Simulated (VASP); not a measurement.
Wanted: the native input for a VASP 6.6.1 run.

- Task: single point
- Functional: r2SCAN
- Potentials or basis: VASP PAW PBE potentials, release 64 (Au)
- Cutoff: 520 eV
- k mesh: 18 × 18 × 10
- Occupations: gaussian, width 0.15 eV
- Spin: no spin polarisation
- Dipole correction: no
- Further INCAR settings: ALGO = Normal; EDIFF = 1e-06; NBANDS = 18

Crystal: Au.

```
Au
1.0
     2.85650    0.00000    0.00000
    -1.42825    2.47380    0.00000
     0.00000    0.00000    4.73360
Au
2
Direct
  0.33333 0.66667 0.75000
  0.66667 0.33333 0.25000
```

This cell differs from its parent crystal: strain -0.015 along x and y, -0.030 along z.

These files were run (other wordings do the same):

POSCAR

```
Au
1.0
    2.8564984343      0.0000000000      0.0000000000
   -1.4282492171      2.4738002100      0.0000000000
    0.0000000000      0.0000000000      4.7336000000
Au
2
Direct
    0.3333333333      0.6666666667      0.7500000000
    0.6666666667      0.3333333333      0.2500000000
```

INCAR.step1

```
SYSTEM = Au
ALGO = Normal ; EDIFF = 1E-4
ENCUT = 520 ; GGA = PE
ISMEAR = 0 ; LASPH = .True.
LCHARG = .False. ; LREAL = .False.
LWAVE = .True. ; NBANDS = 18
NELM = 100 ; PREC = Accurate
SIGMA = 0.15
```

INCAR.step2

```
SYSTEM = Au
ALGO = Normal ; EDIFF = 1E-6
ENCUT = 520 ; ISIF = 2
ISMEAR = 0 ; ISTART = 1
LASPH = .True. ; LCHARG = .False.
LMIXTAU = .True. ; LREAL = .False.
LWAVE = .False. ; METAGGA = R2SCAN
NBANDS = 18 ; NELM = 100
PREC = Accurate ; SIGMA = 0.15
```

KPOINTS

```
k-points
0
Gamma
  18 18 10
  0 0 0
```

Potentials or basis: VASP PAW PBE potentials, release 64 (Au).

Run with:

```sh
$ cat potpaw_PBE.64/Au/POTCAR > POTCAR
$ cp INCAR.step1 INCAR
$ mpirun -np 1 vasp_std > vasp.out
$ cp INCAR.step2 INCAR
$ mpirun -np 1 vasp_std > vasp.out
```

Results of the run:

```
Pressure               : 9.1 GPa
Band gap on the k mesh : zero (bands 11 and 12 overlap by 7.52 eV)
```

Caveat: the cell differs from its parent crystal (strain -0.015 along x and y, -0.030 along z); the cell stands under pressure; the PAW data sets were made with another functional, which shifts forces and pressure a little; spin-orbit coupling is left out, which moves the levels of the heavy elements.

It took 5.3 min on 1 thread of AMD EPYC 9R45 96-Core Processor (Zen 5), on a shared host, peak memory 0.21 GiB.
